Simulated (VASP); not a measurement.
# TiC (rocksalt type) (Fm-3m) in VASP: a series of runs

TiC (rocksalt type) is run at these levels: PBE; tasks: single point.

Program: VASP 6.6.1. These are calculated values, not measurements. Logs are shortened: lines on timing, memory, paths and dates and some standing lists are left out, and cuts for length are marked.

**1. The cell of the first run**

Symmetry: Fm-3m, No. 225, cubic system. The conventional cell has a = 4.333 Å, b = 4.333 Å, c = 4.333 Å, α = 90.00°, β = 90.00°, γ = 90.00°. Ti (site symmetry m-3m) has 6 C at 2.17 Å within 2.9 Å. Within 2.9 Å of C (site symmetry m-3m) lie 6 Ti at 2.17 Å.

**2. Single point, PBE**

The input, INCAR:

```
SYSTEM = TiC
  PREC = Accurate
  ENCUT = 520
  EDIFF = 1E-6
  ISMEAR = -1
  SIGMA = 0.05
  LREAL = .False.
  LASPH = .True.
  NELM = 100
  ALGO = Normal
  ISIF = 2
  LWAVE = .False.
  LCHARG = .True.
  GGA = PE
  LELF = .True.
  LVHAR = .True.
  NBANDS = 15
```

The input, KPOINTS:

```
Automatic mesh
0
Gamma
  15 15 15
  0 0 0
```

The input, POSCAR:

```
TiC
1.0
    0.0000000000      2.1663328179      2.1663328179
    2.1663328179      0.0000000000      2.1663328179
    2.1663328179      2.1663328179      0.0000000000
Ti C
1 1
Direct
    0.0000000000      0.0000000000      0.0000000000
    0.5000000000      0.5000000000      0.5000000000
```

Potentials or basis: VASP PAW PBE potentials, release 64 (Ti_sv, C).

Run with:

```bash
cat potpaw_PBE.64/Ti_sv/POTCAR potpaw_PBE.64/C/POTCAR > POTCAR
mpirun -np 1 vasp_std > vasp.out
```

OUTCAR:

```text
SYSTEM = TiC
   PREC = Accurate
   ENCUT = 520
   EDIFF = 1E-6
   ISMEAR = -1
   LREAL = .False.
   LASPH = .True.
   NELM = 100
   ISIF = 2
   GGA = PE

 ion  position               nearest neighbor table
   1  0.000  0.000  0.000-   2 2.17   2 2.17   2 2.17   2 2.17   2 2.17   2 2.17
   2  0.500  0.500  0.500-   1 2.17   1 2.17   1 2.17   1 2.17   1 2.17   1 2.17

  LATTYP: Found a face centered cubic cell.
 ALAT       =     4.3326656358

  Lattice vectors:

 A1 = (   0.0000000000,   2.1663328179,   2.1663328179)
 A2 = (   2.1663328179,   0.0000000000,   2.1663328179)
 A3 = (   2.1663328179,   2.1663328179,   0.0000000000)

Analysis of symmetry for initial positions (statically):
=====================================================================
 Subroutine PRICEL returns:
 Original cell was already a primitive cell.

 Routine SETGRP: Setting up the symmetry group for a
 face centered cubic supercell.

 Subroutine GETGRP returns: Found 48 space group operations
 (whereof 48 operations were pure point group operations)
 out of a pool of 48 trial point group operations.

The static configuration has the point symmetry O_h .

Analysis of symmetry for dynamics (positions and initial velocities):
=====================================================================
 Subroutine PRICEL returns:
 Original cell was already a primitive cell.

 Routine SETGRP: Setting up the symmetry group for a
 face centered cubic supercell.

 Subroutine GETGRP returns: Found 48 space group operations
 (whereof 48 operations were pure point group operations)
 out of a pool of 48 trial point group operations.

The dynamic configuration has the point symmetry O_h .

 Subroutine INISYM returns: Found 48 space group operations
 (whereof 48 operations are pure point group operations),
 and found     1 'primitive' translations

----------------------------------------------------------------------------------------

                                     Primitive cell

  volume of cell :      20.3332

  direct lattice vectors                    reciprocal lattice vectors
     0.000000000  2.166332818  2.166332818    -0.230804794  0.230804794  0.230804794
     2.166332818  0.000000000  2.166332818     0.230804794 -0.230804794  0.230804794
     2.166332818  2.166332818  0.000000000     0.230804794  0.230804794 -0.230804794

  length of vectors
     3.063657252  3.063657252  3.063657252     0.399765630  0.399765630  0.399765630

  position of ions in fractional coordinates (direct lattice)
     0.000000000  0.000000000  0.000000000
     0.500000000  0.500000000  0.500000000

  ion indices of the primitive-cell ions
   primitive index   ion index
                 1           1
                 2           2

----------------------------------------------------------------------------------------

 KPOINTS: Automatic mesh

Automatic generation of k-mesh.
 Grid dimensions read from file:
 generate k-points for:   15   15   15

 Generating k-lattice:

  Cartesian coordinates                     Fractional coordinates (reciprocal lattice)
    -0.015386986  0.015386986  0.015386986     0.066666667  0.000000000  0.000000000
     0.015386986 -0.015386986  0.015386986     0.000000000  0.066666667  0.000000000
     0.015386986  0.015386986 -0.015386986     0.000000000  0.000000000  0.066666667

  Length of vectors
     0.026651042  0.026651042  0.026651042

  Shift w.r.t. Gamma in fractional coordinates (k-lattice)
     0.000000000  0.000000000  0.000000000

 Subroutine IBZKPT returns following result:
 ===========================================

 Found    120 irreducible k-points:

 Following reciprocal coordinates:
            Coordinates               Weight
  0.000000  0.000000  0.000000      1.000000
  0.066667  0.000000  0.000000      8.000000
  0.133333  0.000000  0.000000      8.000000
  0.200000  0.000000  0.000000      8.000000
  0.266667  0.000000  0.000000      8.000000
  0.333333  0.000000  0.000000      8.000000
[... 16 lines left out ...]
  0.133333  0.133333  0.000000      6.000000
  0.200000  0.133333  0.000000     24.000000
 [... further k-points ...]
   k-points           NKPTS =    120   k-points in BZ     NKDIM =    120   number of bands    NBANDS=     15
   number of dos      NEDOS =    301   number of ions     NIONS =      2
   total plane-waves  NPLWV =  13824
   dimension x,y,z NGX =    24 NGY =   24 NGZ =   24
   dimension x,y,z NGXF=    48 NGYF=   48 NGZF=   48
   ions per type =               1   1
   NGX,Y,Z   is equivalent  to a cutoff of  13.02, 13.02, 13.02 a.u.
   NGXF,Y,Z  is equivalent  to a cutoff of  26.05, 26.05, 26.05 a.u.
 SYSTEM =  TiC
   PREC   = accura    normal or accurate (medium, high low for compatibility)
   ISTART =      0    job   : 0-new  1-cont  2-samecut
   ICHARG =      2    charge: 1-file 2-atom 10-const
   ISPIN  =      1    spin polarized calculation?
   LNONCOLLINEAR =      F non collinear calculations
   LSORBIT =      F    spin-orbit coupling
   LASPH  =      T    aspherical Exc in radial PAW
   ENCUT  =  520.0 eV  38.22 Ry    6.18 a.u.   5.70  5.70  5.70*2*pi/ulx,y,z
   NELM   =    100;   NELMIN=  2; NELMDL= -5     # of ELM steps
   EDIFF  = 0.1E-05   stopping-criterion for ELM
   LREAL  =      F    real-space projection
   EDIFFG = 0.1E-04   stopping-criterion for IOM
   NSW    =      0    number of steps for IOM
   IBRION =     -1    ionic relax: 0-MD 1-quasi-New 2-CG
   NFREE  =      0    steps in history (QN), initial steepest desc. (CG)
   ISIF   =      2    stress and relaxation
   ISYM   =      2    0-nonsym 1-usesym 2-fastsym
   POTIM  = 0.5000    time-step for ionic-motion
   TEBEG  =    0.0;   TEEND  =   0.0 temperature during run
   PSTRESS=    0.0 pullay stress
   NELECT =      16.0000    total number of electrons
   NUPDOWN=      -1.0000    fix difference up-down
   EMIN   =  10.00;   EMAX   =-10.00  energy-range for DOS
   EFERMI =   0.00;   METHOD = LEGACY
   ISMEAR =    -1;   SIGMA  =   0.05  broadening in eV -4-tet -1-fermi 0-gaus
   EFERMI_NEDOS =   21; number of points for ismear=-14 and -15
   IALGO  =     38    algorithm
   IMIX   =      4    mixing-type and parameters
     AMIX     =   0.40;   BMIX     =  1.00
     AMIX_MAG =   1.60;   BMIX_MAG =  1.00
  volume/ion in A,a.u.               =      10.17        68.61
  Fermi-wavevector in a.u.,A,eV,Ry     =   1.511401  2.856133 31.080229  2.284332
  Thomas-Fermi vector in A             =   2.621463
   LORBIT       =      0    0 simple, 1 ext, 2 COOP (PROOUT), +10 PAW based schemes
   GGA     = PE    functional components
   LHFCALC =     F    Hartree Fock is set to
   AEXX    =    0.0000 exact exchange contribution
   IVDW    =     0    specifies the selected vdW correction
   LEPSILON=     F    determine dielectric tensor
   LRPA    =     F    only Hartree local field effects (RPA)
 non-spin polarized calculation
  energy-cutoff  :      520.00
  volume of cell :       20.33
 maximum number of plane-waves:       560
   NGX = 11   NGY = 11   NGZ = 11

 number of electron      16.0000000 magnetization

 Free energy of the ion-electron system (eV)
  ---------------------------------------------------
  ext. energy  EPLUGINS =         0.00000000
  ---------------------------------------------------
  free energy    TOTEN  =       -18.71008373 eV

  energy without entropy =      -18.70718713  energy(sigma->0) =      -18.70863543

 E-fermi :   9.3923     XC(G=0): -12.6933

 val. band max:        9.3911877819   @ k =   0.4000   0.3333   0.0000
 cond. band min:       9.4519283583   @ k =   0.0667   0.0667   0.0000
 fundamental gap:      0.0607405765
 Fermi energy:         9.3923486132

 k-point     1 :       0.0000    0.0000    0.0000
  band No.  band energies     occupation
      1     -47.1883      2.00000
      2     -23.2129      2.00000
      3     -23.2129      2.00000
      4     -23.2129      2.00000
      5      -2.9905      2.00000
      6      10.0961      0.00000
      7      10.0961      0.00000
      8      10.0961      0.00000
      9      11.0786      0.00000
     10      11.0786      0.00000
     11      11.0786      0.00000
     12      11.1139      0.00000
     13      11.1139      0.00000
     14      19.8722      0.00000
     15      23.4311      0.00000

 k-point     2 :       0.0667    0.0000    0.0000
  band No.  band energies     occupation
      1     -47.1852      2.00000
      2     -23.2350      2.00000
      3     -23.2149      2.00000
      4     -23.2149      2.00000
      5      -2.8900      2.00000
      6       9.6018      0.02990
      7       9.8455      0.00023
      8       9.8455      0.00023
      9      10.4187      0.00000
     10      10.4187      0.00000
     11      11.3405      0.00000
     12      12.1706      0.00000
     13      12.1706      0.00000
     14      20.0540      0.00000
     15      23.4702      0.00000

 k-point     3 :       0.1333    0.0000    0.0000
  band No.  band energies     occupation
      1     -47.1764      2.00000
      2     -23.2973      2.00000
      3     -23.2208      2.00000
      4     -23.2208      2.00000
      5      -2.5958      2.00000
      6       8.6438      2.00000
      7       9.0130      1.99899
      8       9.0130      1.99899
      9      10.5412      0.00000
     10      10.5412      0.00000
     11      11.6857      0.00000
     12      13.3041      0.00000
     13      13.3041      0.00000
     14      20.4789      0.00000
     15      23.4809      0.00000

 k-point     4 :       0.2000    0.0000    0.0000
  band No.  band energies     occupation
      1     -47.1634      2.00000
      2     -23.3879      2.00000
      3     -23.2295      2.00000
      4     -23.2295      2.00000
      5      -2.1284      2.00000
      6       7.5330      2.00000
      7       8.2205      2.00000
      8       8.2205      2.00000
      9      10.8625      0.00000
     10      10.8626      0.00000
     11      11.9891      0.00000
     12      14.4296      0.00000
     13      14.4296      0.00000
     14      20.7366      0.00000
     15      23.4850      0.00000
[... 307 lines left out ...]
 k-point    22 :      -0.0667    0.0667    0.0000
  band No.  band energies     occupation
      1     -47.1802      2.00000
      2     -23.2654      2.00000
      3     -23.2275      2.00000
      4     -23.2142      2.00000
      5      -2.7261      2.00000
      6       9.0816      1.99601
      7       9.2688      1.84409
      8       9.3092      1.68114
      9      10.2216      0.00000
     10      10.8049      0.00000
     11      11.7202      0.00000
     12      12.2917      0.00000
     13      13.2221      0.00000
     14      20.3299      0.00000
     15      23.5017      0.00000

 k-point    23 :       0.1333    0.1333    0.0000
  band No.  band energies     occupation
      1     -47.1724      2.00000
      2     -23.2908      2.00000
      3     -23.2406      2.00000
      4     -23.2406      2.00000
      5      -2.4839      2.00000
      6       7.9217      2.00000
      7       9.3534      1.37084
      8       9.3534      1.37084
      9       9.6299      0.01713
     10      11.2671      0.00000
     11      12.2266      0.00000
     12      12.2266      0.00000
     13      13.9969      0.00000
     14      20.8424      0.00000
     15      23.6519      0.00000

 k-point    24 :       0.2000    0.1333    0.0000
  band No.  band energies     occupation
      1     -47.1627      2.00000
      2     -23.3492      2.00000
      3     -23.2541      2.00000
      4     -23.2487      2.00000
      5      -2.1648      2.00000
      6       7.2006      2.00000
      7       8.7140      2.00000
      8       8.9877      1.99939
      9       9.8319      0.00030
     10      11.3249      0.00000
     11      12.5041      0.00000
     12      12.8935      0.00000
     13      14.7086      0.00000
     14      21.3107      0.00000
     15      23.6438      0.00000

 [... further k-points ...]

------------------------ aborting loop because EDIFF is reached ----------------------------------------

  FORCE on cell =-STRESS in cart. coord.  units (eV):
  Direction    XX          YY          ZZ          XY          YZ          ZX
  --------------------------------------------------------------------------------------
  -------------------------------------------------------------------------------------
  Total        0.0307095      0.0307095      0.0307095      0.0000000      0.0000000     -0.0000000
  in kB        2.4197873      2.4197873      2.4197873      0.0000000      0.0000000     -0.0000000
  external PRESSURE =       2.4197873 kB  Pullay stress =       0.0000000 kB

 VOLUME and BASIS-vectors are now :
 -----------------------------------------------------------------------------
  energy-cutoff  :      520.00
  volume of cell :       20.33
      direct lattice vectors                 reciprocal lattice vectors
     0.000000000  2.166332818  2.166332818    -0.230804794  0.230804794  0.230804794
     2.166332818  0.000000000  2.166332818     0.230804794 -0.230804794  0.230804794
     2.166332818  2.166332818  0.000000000     0.230804794  0.230804794 -0.230804794

 POSITION                                       TOTAL-FORCE (eV/Angst)
 -----------------------------------------------------------------------------------
      0.00000      0.00000      0.00000        -0.000000     -0.000000      0.000000
      2.16633      2.16633      2.16633         0.000000      0.000000      0.000000
 -----------------------------------------------------------------------------------
    total drift:                                0.000000     -0.000000     -0.000000

  FREE ENERGIE OF THE ION-ELECTRON SYSTEM (eV)
  ---------------------------------------------------
  free  energy   TOTEN  =       -18.7100837327 eV

  energy  without entropy=      -18.7071871262  energy(sigma->0) =      -18.70863543
```

Run time: 58 s. Hardware: 1 thread of AMD EPYC 7R43 (Zen 3), shared host; peak memory 0.13 GiB.

What came out:

```yaml
Free_energy: -18.7101 eV
Pressure: 0.2 GPa
Band_gap_on_the_k_mesh: zero (band 8 reaches 10.10 eV, above the bottom of band 9 at 8.99 eV)
```

**3. Single point, PBE**

The input, INCAR:

```
PREC = Accurate
ENCUT = 520
EDIFF = 1E-6
ISMEAR = -1
SIGMA = 0.05
LREAL = F
LASPH = T
NELM = 80
ALGO = Normal
ISIF = 2
LWAVE = F
LCHARG = F
GGA = PE
NBANDS = 15
```

The input, KPOINTS:

```
Automatic mesh
0
Gamma
  15 15 15
```

POSCAR is that of step 2.

Potentials or basis: VASP PAW PBE potentials, release 64 (Ti_sv, C).

Run with:

```bash
cat potpaw_PBE.64/Ti_sv/POTCAR potpaw_PBE.64/C/POTCAR > POTCAR
mpirun -np 1 vasp_std > vasp.out
```

OUTCAR:

```text
PREC = Accurate
   ENCUT = 520
   EDIFF = 1E-6
   ISMEAR = -1
   LREAL = F
   LASPH = T
   NELM = 80
   ISIF = 2
   GGA = PE

 ion  position               nearest neighbor table
   1  0.000  0.000  0.000-   2 2.17   2 2.17   2 2.17   2 2.17   2 2.17   2 2.17
   2  0.500  0.500  0.500-   1 2.17   1 2.17   1 2.17   1 2.17   1 2.17   1 2.17

  LATTYP: Found a face centered cubic cell.
 ALAT       =     4.3326656358

  Lattice vectors:

 A1 = (   0.0000000000,   2.1663328179,   2.1663328179)
 A2 = (   2.1663328179,   0.0000000000,   2.1663328179)
 A3 = (   2.1663328179,   2.1663328179,   0.0000000000)

Analysis of symmetry for initial positions (statically):
=====================================================================
 Subroutine PRICEL returns:
 Original cell was already a primitive cell.

 Routine SETGRP: Setting up the symmetry group for a
 face centered cubic supercell.

 Subroutine GETGRP returns: Found 48 space group operations
 (whereof 48 operations were pure point group operations)
 out of a pool of 48 trial point group operations.

The static configuration has the point symmetry O_h .

[... 174 lines left out ...]
      7      10.0961      0.00000
      8      10.0961      0.00000
      9      11.0786      0.00000
     10      11.0786      0.00000
     11      11.0786      0.00000
     12      11.1139      0.00000
     13      11.1139      0.00000
     14      19.8722      0.00000
[... 401 lines left out ...]
      2     -23.3492      2.00000
      3     -23.2541      2.00000
      4     -23.2487      2.00000
      5      -2.1648      2.00000
      6       7.2006      2.00000
      7       8.7140      2.00000
      8       8.9877      1.99939
      9       9.8319      0.00030
     10      11.3249      0.00000
     11      12.5041      0.00000
     12      12.8935      0.00000
     13      14.7086      0.00000
     14      21.3107      0.00000
     15      23.6438      0.00000

 [... further k-points ...]

------------------------ aborting loop because EDIFF is reached ----------------------------------------

  FORCE on cell =-STRESS in cart. coord.  units (eV):
  Direction    XX          YY          ZZ          XY          YZ          ZX
  --------------------------------------------------------------------------------------
  -------------------------------------------------------------------------------------
  Total        0.0307095      0.0307095      0.0307095      0.0000000      0.0000000     -0.0000000
  in kB        2.4197873      2.4197873      2.4197873      0.0000000      0.0000000     -0.0000000
  external PRESSURE =       2.4197873 kB  Pullay stress =       0.0000000 kB

 VOLUME and BASIS-vectors are now :
 -----------------------------------------------------------------------------
  energy-cutoff  :      520.00
  volume of cell :       20.33
      direct lattice vectors                 reciprocal lattice vectors
     0.000000000  2.166332818  2.166332818    -0.230804794  0.230804794  0.230804794
     2.166332818  0.000000000  2.166332818     0.230804794 -0.230804794  0.230804794
     2.166332818  2.166332818  0.000000000     0.230804794  0.230804794 -0.230804794

 POSITION                                       TOTAL-FORCE (eV/Angst)
 -----------------------------------------------------------------------------------
      0.00000      0.00000      0.00000        -0.000000     -0.000000      0.000000
      2.16633      2.16633      2.16633         0.000000      0.000000      0.000000
 -----------------------------------------------------------------------------------
    total drift:                                0.000000     -0.000000     -0.000000

  FREE ENERGIE OF THE ION-ELECTRON SYSTEM (eV)
  ---------------------------------------------------
  free  energy   TOTEN  =       -18.7100837327 eV

  energy  without entropy=      -18.7071871262  energy(sigma->0) =      -18.70863543
```

Run time: 48 s. Hardware: 1 thread of AMD EPYC 7R43 (Zen 3), shared host; peak memory 0.13 GiB.

What came out:

```yaml
Free_energy: -18.7101 eV
Pressure: 0.2 GPa
Band_gap_on_the_k_mesh: zero (band 8 reaches 10.10 eV, above the bottom of band 9 at 8.99 eV)
```
